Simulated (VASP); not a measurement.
# Al2O3 (P-3m1) in VASP: vibrations by perturbation theory with LDA

Aim: the vibrations by perturbation theory of Al2O3 with LDA.

Everything below comes from runs of VASP 6.6.1. Logs are shortened: lines on timing, memory, paths and dates and some standing lists are left out, and cuts for length are marked.

### Step 1. The cell of the first run

It takes space group P-3m1 (No. 164, trigonal). Conventional cell: a = 2.963 Å, b = 2.963 Å, c = 7.355 Å, α = 90.00°, β = 90.00°, γ = 120.00°. Within 2.2 Å of Al (site symmetry 3m) lie 4 O at 1.66 to 1.81 Å. Within 2.4 Å of O (site symmetry 3m) lie 3 Al at 1.81 Å. O (site symmetry -3m) has 2 Al at 1.66 Å within 2.2 Å.

### Step 2. Vibrations by perturbation theory, LDA

INCAR

```
SYSTEM = Al2O3
ALGO = Normal ; EDIFF = 1E-8
ENCUT = 600 ; GGA_COMPAT = .False.
IBRION = 8 ; ISIF = 2
ISMEAR = 0 ; LASPH = .True.
LCHARG = .False. ; LREAL = .False.
LWAVE = .False. ; NELM = 120
NSW = 1 ; PREC = Accurate
SIGMA = 0.05
```

KPOINTS

```
k-points
0
Gamma
  12 12 4
  0 0 0
```

POSCAR

```
Al2O3
1.0
    2.9626459584      0.0000000000      0.0000000000
   -1.4813229792      2.5657266624      0.0000000000
    0.0000000000      0.0000000000      7.3548745087
Al O
2 3
Direct
    0.0000000000      0.0000000000      0.2744621999
    0.0000000000      0.0000000000      0.7255378001
    0.3333333333      0.6666666667      0.1952854209
    0.6666666667      0.3333333333      0.8047145791
    0.0000000000      0.0000000000      0.5000000000
```

Potentials or basis: VASP PAW LDA potentials, release 64 (Al, O).

Launch:

```
$ cat potpaw_LDA.64/Al/POTCAR potpaw_LDA.64/O/POTCAR > POTCAR
$ mpirun -np 1 vasp_std > vasp.out
```

OUTCAR:

```text
SYSTEM = Al2O3
   EDIFF = 1E-8
   ENCUT = 600
   IBRION = 8
   ISIF = 2
   ISMEAR = 0
   LASPH = .True.
   LREAL = .False.
   NELM = 120
   NSW = 1
   PREC = Accurate

 ion  position               nearest neighbor table
   1  0.000  0.000  0.274-   5 1.66   3 1.81   3 1.81   3 1.81   2 3.32
   2  0.000  0.000  0.726-   5 1.66   4 1.81   4 1.81   4 1.81   1 3.32
   3  0.333  0.667  0.195-   1 1.81   1 1.81   1 1.81
   4  0.667  0.333  0.805-   2 1.81   2 1.81   2 1.81
   5  0.000  0.000  0.500-   1 1.66   2 1.66

  LATTYP: Found a hexagonal cell.
 ALAT       =     2.9626459584
 C/A-ratio  =     2.4825357508

  Lattice vectors:

 A1 = (   2.9626459584,   0.0000000000,   0.0000000000)
 A2 = (  -1.4813229792,   2.5657266624,   0.0000000000)
 A3 = (   0.0000000000,   0.0000000000,   7.3548745087)

Analysis of symmetry for initial positions (statically):
=====================================================================
 Subroutine PRICEL returns:
 Original cell was already a primitive cell.

 Routine SETGRP: Setting up the symmetry group for a
 hexagonal supercell.

 Subroutine GETGRP returns: Found 12 space group operations
 (whereof 12 operations were pure point group operations)
 out of a pool of 24 trial point group operations.

The static configuration has the point symmetry D_3d.

Analysis of symmetry for dynamics (positions and initial velocities):
=====================================================================
 Subroutine PRICEL returns:
 Original cell was already a primitive cell.

 Routine SETGRP: Setting up the symmetry group for a
[... 675 lines left out ...]
  free energy    TOTEN  =        -0.39292457 eV

  energy without entropy =       -0.39292457

------------------------ aborting loop because EDIFF is reached ----------------------------------------

 INTERNAL STRAIN TENSOR  FOR ION    5  DIRECTION 3   (eV/Angst):
 -----------------------------------------------------------------------------
     0.01081 -0.00000 -0.00000
     0.00000  0.01081  0.00000
    -0.00000  0.00000 -0.01401

 INTERNAL STRAIN TENSOR FOR ION    5 for displacements in x,y,z  (eV/Angst):
          X           Y           Z          XY          YZ          ZX
  --------------------------------------------------------------------------------
  x     0.00000     0.00000     0.00000     0.00000     0.00000     0.00000
  y     0.00000     0.00000     0.00000     0.00000     0.00000     0.00000
  z     0.00000     0.00000     0.00000     0.00000     0.00000     0.00000

 SECOND DERIVATIVES (NOT SYMMETRIZED)
 ------------------------------------
               1X          1Y          1Z          2X          2Y          2Z          3X          3Y          3Z          4X          4Y          4Z          5X          5Y          5Z
  1X   -14.699156    0.000000    0.000000   -0.032973    0.000000    0.000000   15.153923    0.000000    0.000000   -0.000602    0.000000    0.000000   -0.421192    0.000000    0.000000
  1Y     0.000000  -14.699156    0.000000    0.000000   -0.032973    0.000000    0.000000   15.153923    0.000000    0.000000   -0.000602    0.000000    0.000000   -0.421192   -0.000000
  1Z     0.000000    0.000000  -42.536513    0.000000   -0.000000    6.874198    0.000000    0.000000   10.298439    0.000000   -0.000000   -3.512911   -0.000000    0.000000   28.876788
  2X    -0.032973    0.000000    0.000000  -14.699156    0.000000    0.000000   -0.000602    0.000000    0.000000   15.153923    0.000000    0.000000   -0.421192    0.000000    0.000000
  2Y     0.000000   -0.032973    0.000000    0.000000  -14.699156    0.000000    0.000000   -0.000602    0.000000    0.000000   15.153923    0.000000    0.000000   -0.421192   -0.000000
  2Z     0.000000   -0.000000    6.874198    0.000000    0.000000  -42.536513    0.000000   -0.000000   -3.512911    0.000000    0.000000   10.298439   -0.000000    0.000000   28.876788
  3X    15.153649    0.000000    0.000000    0.000250    0.000000    0.000000  -15.822375    0.000000    0.000000    0.125034    0.000000    0.000000    0.543443    0.000000    0.000000
  3Y     0.000000   15.153649   -0.000000    0.000000    0.000250   -0.000000    0.000000  -15.822375    0.000000    0.000000    0.125034   -0.000000    0.000000    0.543443    0.000000
  3Z     0.000000    0.000000   10.257740   -0.000000    0.000000   -3.563965   -0.000000    0.000000  -12.298638    0.000000    0.000000    2.114969    0.000000   -0.000000    3.489894
  4X     0.000250    0.000000    0.000000   15.153649    0.000000    0.000000    0.125034    0.000000    0.000000  -15.822375    0.000000    0.000000    0.543443    0.000000    0.000000
  4Y     0.000000    0.000250   -0.000000    0.000000   15.153649   -0.000000    0.000000    0.125034   -0.000000    0.000000  -15.822375    0.000000    0.000000    0.543443    0.000000
  4Z    -0.000000    0.000000   -3.563965    0.000000    0.000000   10.257740    0.000000    0.000000    2.114969   -0.000000    0.000000  -12.298638    0.000000   -0.000000    3.489894
  5X    -0.419672    0.000000    0.000000   -0.419672    0.000000    0.000000    0.546941    0.000000    0.000000    0.546941    0.000000    0.000000   -0.254538    0.000000    0.000000
  5Y     0.000000   -0.419672    0.000000    0.000000   -0.419672    0.000000    0.000000    0.546941    0.000000    0.000000    0.546941    0.000000    0.000000   -0.254538    0.000000
  5Z    -0.000000    0.000000   28.977803   -0.000000    0.000000   28.977803    0.000000   -0.000000    3.356605    0.000000   -0.000000    3.356605    0.000000    0.000000  -64.668817

 Eigenvectors and eigenvalues of the dynamical matrix
 ----------------------------------------------------

   1 f  =   35.228363 THz   221.346335 2PiTHz 1175.091713 cm-1   145.692738 meV
             X         Y         Z           dx          dy          dz
      0.000000  0.000000  2.018635    -0.000000   -0.000000   -0.326900
      0.000000  0.000000  5.336239    -0.000000   -0.000000   -0.326900
     -0.000000  1.710484  1.436300     0.000000    0.000000   -0.018821
      1.481323  0.855242  5.918575     0.000000    0.000000   -0.018821
      0.000000  0.000000  3.677437    -0.000000   -0.000000    0.886321
[... 105 lines left out ...]
  15 f/i=    0.016435 THz     0.103263 2PiTHz    0.548206 cm-1     0.067969 meV
             X         Y         Z           dx          dy          dz
      0.000000  0.000000  2.018635    -0.326675    0.399879   -0.000000
      0.000000  0.000000  5.336239    -0.326675    0.399879   -0.000000
     -0.000000  1.710484  1.436300    -0.251387    0.307720   -0.000000
      1.481323  0.855242  5.918575    -0.251387    0.307720   -0.000000
      0.000000  0.000000  3.677437    -0.245833    0.300921   -0.000000

--------------------------------------------------------------------------------------------------------

 ELASTIC MODULI CONTR FROM IONIC RELAXATION (kBar)
 Direction    XX          YY          ZZ          XY          YZ          ZX
 --------------------------------------------------------------------------------
 XX       -1183.2834    498.9414   -184.4558     -0.0000   -644.8417     -0.0000
 YY         498.9414  -1183.2834   -184.4558      0.0000    644.8417      0.0000
 ZZ        -184.4558   -184.4558  -5583.5918      0.0000      0.0000      0.0000
 XY          -0.0000      0.0000      0.0000   -841.1124     -0.0000   -561.3407
 YZ        -644.8417    644.8417      0.0000     -0.0000   -529.6054     -0.0000
 ZX          -0.0000      0.0000      0.0000   -561.3407     -0.0000   -452.1284
 --------------------------------------------------------------------------------
```

stdout:

```text
POSCAR found type information on POSCAR AlO
 POSCAR found :  2 types and       5 ions
 scaLAPACK will be used
 LDA part: xc-table for (Slater(with rela. corr.)+CA(PZ))
 , standard interpolation
 POSCAR, INCAR and KPOINTS ok, starting setup
 FFT: planning ... GRIDC
 FFT: planning ... GRID_SOFT
 FFT: planning ... GRID
 WAVECAR not read
 entering main loop
 Linear response reoptimize wavefunctions to high precision
 Linear response DOF=           6
 Linear response progress:
 first order change of Fermi-energy  -0.48213E-05
 force on displaced ion       1 direction 1 : -14.699  -0.000   0.000
 Linear response progress:
 first order change of Fermi-energy  -0.11585E+02
 force on displaced ion       1 direction 3 :  -0.000   0.000 -42.537
 Linear response progress:
 first order change of Fermi-energy  -0.18289E-04
 force on displaced ion       3 direction 1 : -15.822  -0.000  -0.000
 Linear response progress:
 first order change of Fermi-energy   0.16106E+01
 force on displaced ion       3 direction 3 :   0.000  -0.000 -12.299
 Linear response progress:
 first order change of Fermi-energy  -0.40007E-04
 force on displaced ion       5 direction 1 :  -0.255   0.000   0.000
 Linear response progress:
 first order change of Fermi-energy  -0.24883E-04
 force on displaced ion       5 direction 3 :   0.000  -0.000 -64.669
 Linear response finished
```

Wall time 17 min (1 thread of Oxide Virtual Turin-like, shared host); peak memory 0.64 GiB.

What came out:

* Highest phonon frequency at Γ, LO-TO splitting left out: 1175 cm⁻¹

Phonon frequencies in cm⁻¹ (negative: imaginary):
```csv
q point,frequencies
"(0.000, 0.000, 0.000)",-1 -1 0 42 42 67 67 388 501 644 644 646 646 770 1175
```
